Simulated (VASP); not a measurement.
BeTe: single point with RPBE+D4

The system is BeTe.

```
CELL_PARAMETERS angstrom
0.00000 2.77000 2.77000
2.77000 0.00000 2.77000
2.77000 2.77000 0.00000
ATOMIC_POSITIONS crystal
Be 0.00000 0.00000 0.00000
Te 0.75000 0.75000 0.75000
```

| Property | Result |
| --- | --- |
| Program | VASP 6.6.1 |
| Task | single point |
| Functional | RPBE |
| Dispersion | D4 |
| Potentials or basis | VASP PAW PBE potentials, release 64 (Be, Te) |
| Cutoff | 600 eV |
| k mesh | 8 × 8 × 8 |
| Occupations | gaussian, width 0.05 eV |
| Spin | no spin polarisation |
| Dipole correction | no |
| Further INCAR settings | ALGO = Normal; EDIFF = 1e-06; NBANDS = 11 |

The pressure is 0.8 GPa and the band gap on the k mesh is 1.93 eV (least direct gap 3.59 eV). The dispersion energy per atom is -0.647 eV.

Levels at points of the mesh, in eV from the valence-band top:
```tsv
k point	band 1	band 2	band 3	band 4	band 5	band 6	band 7	band 8	band 9
(0.00, 0.00, 0.00)	-12.62	0.00	0.00	0.00	3.59	3.59	3.59	4.28	8.52
(0.50, 0.00, 0.00)	-11.14	-5.85	-1.22	-1.22	3.25	4.59	4.59	7.93	11.32
(0.50, 0.50, 0.00)	-10.59	-5.39	-2.83	-2.83	1.93	2.63	10.08	10.08	11.98
```

It used 11 s of CPU time on 1 thread of AMD EPYC 7R13, with other jobs on the host.

Caveat: the PAW data sets were made with another functional, which shifts forces and pressure a little; spin-orbit coupling is left out, which moves the levels of the heavy elements. A k mesh can miss the band edges.
